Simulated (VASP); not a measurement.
# Au (Fm-3m) in VASP: further runs

The runs below take Au through single point, relaxation of cell and atoms, with HF, r2SCAN+D4+U, PBE-based screened hybrid with 25 % exact exchange.

All numbers are computed with VASP 6.6.1; they aren't measurements. Logs are shortened: lines on timing, memory, paths and dates and some standing lists are left out, and cuts for length are marked.

### Step 1. The cell of the first run

Symmetry: Fm-3m, No. 225, cubic system. Conventional cell: a = 4.124 Å, b = 4.124 Å, c = 4.124 Å, α = 90.00°, β = 90.00°, γ = 90.00°. Au (site symmetry m-3m) has 12 Au at 2.92 Å within 3.8 Å.

### Step 2. Single point, HF

POSCAR

```
Au
1.0
    0.0000000000      2.0617793868      2.0617793868
    2.0617793868      0.0000000000      2.0617793868
    2.0617793868      2.0617793868      0.0000000000
Au
1
Direct
    0.0000000000      0.0000000000      0.0000000000
```

INCAR.step1

```
SYSTEM = Au
  PREC = Accurate
  ENCUT = 520
  EDIFF = 1E-5
  ISMEAR = -1
  SIGMA = 0.05
  LREAL = .False.
  LASPH = .True.
  NELM = 60
  ALGO = Normal
  ISIF = 2
  LWAVE = .True.
  LCHARG = .False.
  NBANDS = 12
  GGA = PE
```

INCAR.step2

```
SYSTEM = Au
  PREC = Accurate
  ENCUT = 520
  EDIFF = 1E-6
  ISMEAR = -1
  SIGMA = 0.05
  LREAL = .False.
  LASPH = .True.
  NELM = 60
  ALGO = Normal
  ISIF = 2
  LWAVE = .False.
  LCHARG = .False.
  GGA = PE
  LHFCALC = .True.
  AEXX = 1.0
  ALDAC = 0.0
  AGGAC = 0.0
  PRECFOCK = Normal
  NBANDS = 12
  ISTART = 1
```

KPOINTS

```
Automatic mesh
0
Gamma
  6 6 6
  0 0 0
```

Potentials or basis: VASP PAW PBE potentials, release 64 (Au).

Started as:

```sh
$ cat potpaw_PBE.64/Au/POTCAR > POTCAR
$ cp INCAR.step1 INCAR
$ mpirun -np 1 vasp_std > vasp.out
$ cp INCAR.step2 INCAR
$ mpirun -np 1 vasp_std > vasp.out
```

OUTCAR:

```text
SYSTEM = Au
   PREC = Accurate
   ENCUT = 520
   EDIFF = 1E-6
   ISMEAR = -1
   LREAL = .False.
   LASPH = .True.
   NELM = 60
   ISIF = 2
   GGA = PE
   LHFCALC = .True.
   AEXX = 1.0
   PRECFOCK = Normal
   ISTART = 1

 ion  position               nearest neighbor table
   1  0.000  0.000  0.000-

  LATTYP: Found a face centered cubic cell.
 ALAT       =     4.1235587736

  Lattice vectors:

 A1 = (   0.0000000000,   2.0617793868,   2.0617793868)
 A2 = (   2.0617793868,   0.0000000000,   2.0617793868)
 A3 = (   2.0617793868,   2.0617793868,   0.0000000000)

Analysis of symmetry for initial positions (statically):
=====================================================================
 Subroutine PRICEL returns:
 Original cell was already a primitive cell.

 Routine SETGRP: Setting up the symmetry group for a
 face centered cubic supercell.

 Subroutine GETGRP returns: Found 48 space group operations
 (whereof 48 operations were pure point group operations)
 out of a pool of 48 trial point group operations.

The static configuration has the point symmetry O_h .

Analysis of symmetry for dynamics (positions and initial velocities):
=====================================================================
 Subroutine PRICEL returns:
 Original cell was already a primitive cell.

 Routine SETGRP: Setting up the symmetry group for a
 face centered cubic supercell.

 Subroutine GETGRP returns: Found 48 space group operations
 (whereof 48 operations were pure point group operations)
 out of a pool of 48 trial point group operations.

The dynamic configuration has the point symmetry O_h .

 Subroutine INISYM returns: Found 48 space group operations
 (whereof 48 operations are pure point group operations),
 and found     1 'primitive' translations

----------------------------------------------------------------------------------------

                                     Primitive cell

  volume of cell :      17.5290

  direct lattice vectors                    reciprocal lattice vectors
     0.000000000  2.061779387  2.061779387    -0.242508972  0.242508972  0.242508972
     2.061779387  0.000000000  2.061779387     0.242508972 -0.242508972  0.242508972
     2.061779387  2.061779387  0.000000000     0.242508972  0.242508972 -0.242508972

  length of vectors
     2.915796371  2.915796371  2.915796371     0.420037861  0.420037861  0.420037861

  position of ions in fractional coordinates (direct lattice)
     0.000000000  0.000000000  0.000000000

  ion indices of the primitive-cell ions
   primitive index   ion index
                 1           1

----------------------------------------------------------------------------------------

 KPOINTS: Automatic mesh

Automatic generation of k-mesh.
 Grid dimensions read from file:
 generate k-points for:    6    6    6

 Generating k-lattice:

  Cartesian coordinates                     Fractional coordinates (reciprocal lattice)
    -0.040418162  0.040418162  0.040418162     0.166666667  0.000000000  0.000000000
     0.040418162 -0.040418162  0.040418162     0.000000000  0.166666667  0.000000000
     0.040418162  0.040418162 -0.040418162     0.000000000  0.000000000  0.166666667

  Length of vectors
     0.070006310  0.070006310  0.070006310

  Shift w.r.t. Gamma in fractional coordinates (k-lattice)
     0.000000000  0.000000000  0.000000000

 Subroutine IBZKPT returns following result:
 ===========================================

 Found     16 irreducible k-points:

 Following reciprocal coordinates:
            Coordinates               Weight
  0.000000  0.000000  0.000000      1.000000
  0.166667  0.000000  0.000000      8.000000
  0.333333  0.000000  0.000000      8.000000
  0.500000  0.000000  0.000000      4.000000
  0.166667  0.166667  0.000000      6.000000
  0.333333  0.166667  0.000000     24.000000
[... 8 lines left out ...]
 -0.333333  0.333333  0.166667     24.000000
 -0.333333  0.500000  0.166667     12.000000
   k-points           NKPTS =     16   k-points in BZ     NKDIM =    216   number of bands    NBANDS=     12
   number of dos      NEDOS =    301   number of ions     NIONS =      1
   total plane-waves  NPLWV =  13824
   dimension x,y,z NGX =    24 NGY =   24 NGZ =   24
   dimension x,y,z NGXF=    48 NGYF=   48 NGZF=   48
   ions per type =               1
   NGX,Y,Z   is equivalent  to a cutoff of  13.68, 13.68, 13.68 a.u.
   NGXF,Y,Z  is equivalent  to a cutoff of  27.37, 27.37, 27.37 a.u.
 SYSTEM =  Au
   PREC   = accura    normal or accurate (medium, high low for compatibility)
   ISTART =      1    job   : 0-new  1-cont  2-samecut
   ICHARG =      0    charge: 1-file 2-atom 10-const
   ISPIN  =      1    spin polarized calculation?
   LNONCOLLINEAR =      F non collinear calculations
   LSORBIT =      F    spin-orbit coupling
   LASPH  =      T    aspherical Exc in radial PAW
   ENCUT  =  520.0 eV  38.22 Ry    6.18 a.u.   5.42  5.42  5.42*2*pi/ulx,y,z
   NELM   =     60;   NELMIN=  2; NELMDL=  0     # of ELM steps
   EDIFF  = 0.1E-05   stopping-criterion for ELM
   LREAL  =      F    real-space projection
   EDIFFG = 0.1E-04   stopping-criterion for IOM
   NSW    =      0    number of steps for IOM
   IBRION =     -1    ionic relax: 0-MD 1-quasi-New 2-CG
   NFREE  =      0    steps in history (QN), initial steepest desc. (CG)
   ISIF   =      2    stress and relaxation
   ISYM   =      3    0-nonsym 1-usesym 2-fastsym
   POTIM  = 0.5000    time-step for ionic-motion
   TEBEG  =    0.0;   TEEND  =   0.0 temperature during run
   PSTRESS=    0.0 pullay stress
   NELECT =      11.0000    total number of electrons
   NUPDOWN=      -1.0000    fix difference up-down
   EMIN   =  10.00;   EMAX   =-10.00  energy-range for DOS
   EFERMI =   0.00;   METHOD = LEGACY
   ISMEAR =    -1;   SIGMA  =   0.05  broadening in eV -4-tet -1-fermi 0-gaus
   EFERMI_NEDOS =   21; number of points for ismear=-14 and -15
   IALGO  =     38    algorithm
   IMIX   =      1    mixing-type and parameters
     AMIX     =   0.40;   BMIX     =  1.00
     AMIX_MAG =   1.60;   BMIX_MAG =  1.00
  volume/ion in A,a.u.               =      17.53       118.29
  Fermi-wavevector in a.u.,A,eV,Ry     =   1.401587  2.648616 26.727929  1.964447
  Thomas-Fermi vector in A             =   2.524434
   LORBIT       =      0    0 simple, 1 ext, 2 COOP (PROOUT), +10 PAW based schemes
   GGA     = PE    functional components
   LHFCALC =     T    Hartree Fock is set to
   PRECFOCK=normal    Normal, Fast or Accurate (Low or Medium for compatibility)
   ENCUT4O =  -1.0   cutoff for four orbital integrals eV
   NKREDX  =     1    reduce k-point grid by
   NKREDY  =     1    reduce k-point grid by
   NKREDZ  =     1    reduce k-point grid by
   AEXX    =    1.0000 exact exchange contribution
   HFSCREEN=    0.0000 screening length (either q_TF or 0.3 A-1)
   HFSCREENC=   0.0000 screening length for correlation (either q_TF or 0.3 A-1)
   ENCUTFOCK=  -1.0 apply spherical cutoff to Coloumb kernel
   IVDW    =     0    specifies the selected vdW correction
   LEPSILON=     F    determine dielectric tensor
   LRPA    =     F    only Hartree local field effects (RPA)
 non-spin polarized calculation
  energy-cutoff  :      520.00
  volume of cell :       17.53
 maximum number of plane-waves:       489
 NGX is ok and might be reduce to    24
  NGX = 18; NGY = 18; NGZ = 18

 number of electron      11.0000001 magnetization

 Free energy of the ion-electron system (eV)
  ---------------------------------------------------
  ext. energy  EPLUGINS =         0.00000000
  ---------------------------------------------------
  free energy    TOTEN  =        -3.45152197 eV

  energy without entropy =       -3.44417127  energy(sigma->0) =       -3.44784662

 E-fermi :   8.9369     XC(G=0):   0.0000

 val. band max:        8.9114022508   @ k =   0.5000   0.3333   0.1667
 cond. band min:      11.8203031482   @ k =   0.5000   0.1667   0.0000
 fundamental gap:      2.9089008974
 Fermi energy:         8.9369435320

 k-point     1 :       0.0000    0.0000    0.0000
  band No.  band energies     occupation
      1      -5.1403      2.00000
      2      -1.0656      2.00000
      3      -1.0656      2.00000
      4      -1.0656      2.00000
      5       0.6223      2.00000
      6       0.6223      2.00000
      7      30.0874      0.00000
      8      34.5316      0.00000
      9      34.5316      0.00000
     10      34.5316      0.00000
     11      39.1766      0.00000
     12      44.8357      0.00000

 k-point     2 :       0.1667    0.0000    0.0000
  band No.  band energies     occupation
      1      -3.8676      2.00000
      2      -1.1315      2.00000
      3      -0.7589      2.00000
      4      -0.7589      2.00000
      5       0.6126      2.00000
      6       0.6126      2.00000
      7      29.7706      0.00000
      8      31.2622      0.00000
      9      35.6703      0.00000
     10      35.6703      0.00000
     11      38.8638      0.00000
     12      41.3869      0.00000

 k-point     3 :       0.3333    0.0000    0.0000
  band No.  band energies     occupation
      1      -3.2473      2.00000
      2      -0.9043      2.00000
      3      -0.9043      2.00000
      4       1.5781      2.00000
      5       1.5781      2.00000
      6       2.3998      2.00000
      7      22.5765      0.00000
      8      30.3189      0.00000
      9      35.2524      0.00000
     10      35.2524      0.00000
     11      39.7326      0.00000
     12      39.7884      0.00000
[... 166 lines left out ...]
 k-point    15 :      -0.3333    0.3333    0.1667
  band No.  band energies     occupation
      1      -2.1069      2.00000
      2      -1.8761      2.00000
      3      -0.7311      2.00000
      4       0.5567      2.00000
      5       2.3509      2.00000
      6      17.0279      0.00000
      7      17.2961      0.00000
      8      24.9946      0.00000
      9      26.6328      0.00000
     10      35.4213      0.00000
     11      39.6901      0.00000
     12      44.7902      0.00000

 k-point    16 :      -0.3333    0.5000    0.1667
  band No.  band energies     occupation
      1      -2.8277      2.00000
      2      -2.4973      2.00000
      3       0.2918      2.00000
      4       1.1886      2.00000
      5       2.8953      2.00000
      6      17.4790      0.00000
      7      20.0167      0.00000
      8      22.8078      0.00000
      9      23.9431      0.00000
     10      37.2021      0.00000
     11      37.9964      0.00000
     12      41.6096      0.00000

------------------------ aborting loop because EDIFF is reached ----------------------------------------

  FORCE on cell =-STRESS in cart. coord.  units (eV):
  Direction    XX          YY          ZZ          XY          YZ          ZX
  --------------------------------------------------------------------------------------
  -------------------------------------------------------------------------------------
  Total        1.9064108      1.9064108      1.9064108      0.0000000      0.0000000     -0.0000000
  in kB      174.2490838    174.2490838    174.2490838      0.0000000      0.0000000     -0.0000000
  external PRESSURE =     174.2490838 kB  Pullay stress =       0.0000000 kB

 VOLUME and BASIS-vectors are now :
 -----------------------------------------------------------------------------
  energy-cutoff  :      520.00
  volume of cell :       17.53
      direct lattice vectors                 reciprocal lattice vectors
     0.000000000  2.061779387  2.061779387    -0.242508972  0.242508972  0.242508972
     2.061779387  0.000000000  2.061779387     0.242508972 -0.242508972  0.242508972
     2.061779387  2.061779387  0.000000000     0.242508972  0.242508972 -0.242508972

 POSITION                                       TOTAL-FORCE (eV/Angst)
 -----------------------------------------------------------------------------------
      0.00000      0.00000      0.00000         0.000000      0.000000      0.000000
 -----------------------------------------------------------------------------------
    total drift:                               -0.000000     -0.000000     -0.000000

  FREE ENERGIE OF THE ION-ELECTRON SYSTEM (eV)
  ---------------------------------------------------
  free  energy   TOTEN  =        -3.4515219718 eV

  energy  without entropy=       -3.4441712691  energy(sigma->0) =       -3.44784662
```

Wall time 15 min (1 thread of AMD EPYC 7R13 (Zen 3), shared host); peak memory 0.13 GiB.

What came out:

* Free energy: -3.4515 eV
* Pressure: 17.4 GPa
* Band gap on the k mesh: zero (an odd number of electrons rules out a gap without spin polarisation)

Levels at points of the mesh, in eV from the Fermi level:
```
           k point  band 3  band 4  band 5  band 6  band 7  band 8  band 9  band 10
(0.00, 0.00, 0.00)  -10.00  -10.00   -8.31   -8.31   21.15   25.59   25.59    25.59
(0.50, 0.00, 0.00)  -10.07   -6.57   -6.57   -1.07    7.54   20.37   24.45    24.45
(0.50, 0.50, 0.00)   -6.82   -6.02   -6.02    4.74   11.68   16.22   16.22    24.09
```

Caveat: the k points lie up to 0.44 Å⁻¹ apart, too coarse for converged energies and pressures of a metal; the PAW data sets were made with another functional, which shifts forces and pressure a little; spin-orbit coupling is left out, which moves the levels of the heavy elements.

### Step 3. Single point, HF

This run uses another cell than the first one, of 17.87 Å³/atom.

POSCAR

```
Au
1.0
    0.0000000000      2.0749120936      2.0749120936
    2.0749120936      0.0000000000      2.0749120936
    2.0749120936      2.0749120936      0.0000000000
Au
1
Direct
    0.0000000000      0.0000000000      0.0000000000
```

INCAR.step1

```
  PREC = Accurate
  ENCUT = 520
  EDIFF = 1E-5
  ISMEAR = -1
  SIGMA = 0.05
  LREAL = False
  LASPH = True
  NELM = 60
  ALGO = Normal
  ISIF = 2
  LWAVE = True
  LCHARG = False
  NBANDS = 12
  GGA = PE
```

INCAR.step2

```
  PREC = Accurate
  ENCUT = 520
  EDIFF = 1E-6
  ISMEAR = -1
  SIGMA = 0.05
  LREAL = False
  LASPH = True
  NELM = 60
  ALGO = Normal
  ISIF = 2
  LWAVE = False
  LCHARG = False
  GGA = PE
  LHFCALC = True
  AEXX = 1.0
  ALDAC = 0.0
  AGGAC = 0.0
  PRECFOCK = Normal
  NBANDS = 12
  ISTART = 1
```

KPOINTS

```
Automatic mesh
0
Gamma
  6 6 6
```

Potentials or basis: VASP PAW PBE potentials, release 64 (Au).

Started as:

```sh
$ cat potpaw_PBE.64/Au/POTCAR > POTCAR
$ cp INCAR.step1 INCAR
$ mpirun -np 1 vasp_std > vasp.out
$ cp INCAR.step2 INCAR
$ mpirun -np 1 vasp_std > vasp.out
```

OUTCAR:

```text
PREC = Accurate
   ENCUT = 520
   EDIFF = 1E-6
   ISMEAR = -1
   LREAL = False
   LASPH = True
   NELM = 60
   ISIF = 2
   GGA = PE
   LHFCALC = True
   AEXX = 1.0
   PRECFOCK = Normal
   ISTART = 1

 ion  position               nearest neighbor table
   1  0.000  0.000  0.000-

  LATTYP: Found a face centered cubic cell.
 ALAT       =     4.1498241872

  Lattice vectors:

 A1 = (   0.0000000000,   2.0749120936,   2.0749120936)
 A2 = (   2.0749120936,   0.0000000000,   2.0749120936)
 A3 = (   2.0749120936,   2.0749120936,   0.0000000000)

Analysis of symmetry for initial positions (statically):
=====================================================================
 Subroutine PRICEL returns:
 Original cell was already a primitive cell.

 Routine SETGRP: Setting up the symmetry group for a
 face centered cubic supercell.

 Subroutine GETGRP returns: Found 48 space group operations
 (whereof 48 operations were pure point group operations)
[... 165 lines left out ...]
 fundamental gap:      2.9132430121
 Fermi energy:         8.6370220969

 k-point     1 :       0.0000    0.0000    0.0000
  band No.  band energies     occupation
      1      -5.1847      2.00000
      2      -1.2566      2.00000
      3      -1.2566      2.00000
      4      -1.2566      2.00000
      5       0.3758      2.00000
      6       0.3758      2.00000
      7      29.7617      0.00000
      8      34.0934      0.00000
      9      34.0934      0.00000
     10      34.0934      0.00000
     11      38.6690      0.00000
     12      44.1107      0.00000
[... 211 lines left out ...]
 k-point    16 :      -0.3333    0.5000    0.1667
  band No.  band energies     occupation
      1      -2.9532      2.00000
      2      -2.6378      2.00000
      3       0.0732      2.00000
      4       0.9306      2.00000
      5       2.5776      2.00000
      6      17.1320      0.00000
      7      19.5782      0.00000
      8      22.4002      0.00000
      9      23.5004      0.00000
     10      36.6505      0.00000
     11      37.3955      0.00000
     12      41.0926      0.00000

------------------------ aborting loop because EDIFF is reached ----------------------------------------

  FORCE on cell =-STRESS in cart. coord.  units (eV):
  Direction    XX          YY          ZZ          XY          YZ          ZX
  --------------------------------------------------------------------------------------
  -------------------------------------------------------------------------------------
  Total        1.5868799      1.5868799      1.5868799     -0.0000000     -0.0000000      0.0000000
  in kB      142.3067623    142.3067623    142.3067623     -0.0000000     -0.0000000      0.0000000
  external PRESSURE =     142.3067623 kB  Pullay stress =       0.0000000 kB

 VOLUME and BASIS-vectors are now :
 -----------------------------------------------------------------------------
  energy-cutoff  :      520.00
  volume of cell :       17.87
      direct lattice vectors                 reciprocal lattice vectors
     0.000000000  2.074912094  2.074912094    -0.240974064  0.240974064  0.240974064
     2.074912094  0.000000000  2.074912094     0.240974064 -0.240974064  0.240974064
     2.074912094  2.074912094  0.000000000     0.240974064  0.240974064 -0.240974064

 POSITION                                       TOTAL-FORCE (eV/Angst)
 -----------------------------------------------------------------------------------
      0.00000      0.00000      0.00000         0.000000      0.000000      0.000000
 -----------------------------------------------------------------------------------
    total drift:                                0.000000     -0.000000     -0.000000

  FREE ENERGIE OF THE ION-ELECTRON SYSTEM (eV)
  ---------------------------------------------------
  free  energy   TOTEN  =        -3.4849883456 eV

  energy  without entropy=       -3.4776376428  energy(sigma->0) =       -3.48131299
```

Run time: 15 min. Hardware: 1 thread of AMD EPYC 7R13 (Zen 3), shared host; peak memory 0.12 GiB.

What came out:

```
Free energy            : -3.4850 eV
Pressure               : 14.2 GPa
Band gap on the k mesh : zero (an odd number of electrons rules out a gap without spin polarisation)
```

Caveat: the k points lie up to 0.44 Å⁻¹ apart, too coarse for converged energies and pressures of a metal; the PAW data sets were made with another functional, which shifts forces and pressure a little; spin-orbit coupling is left out, which moves the levels of the heavy elements.

[end of part 1 of 3]
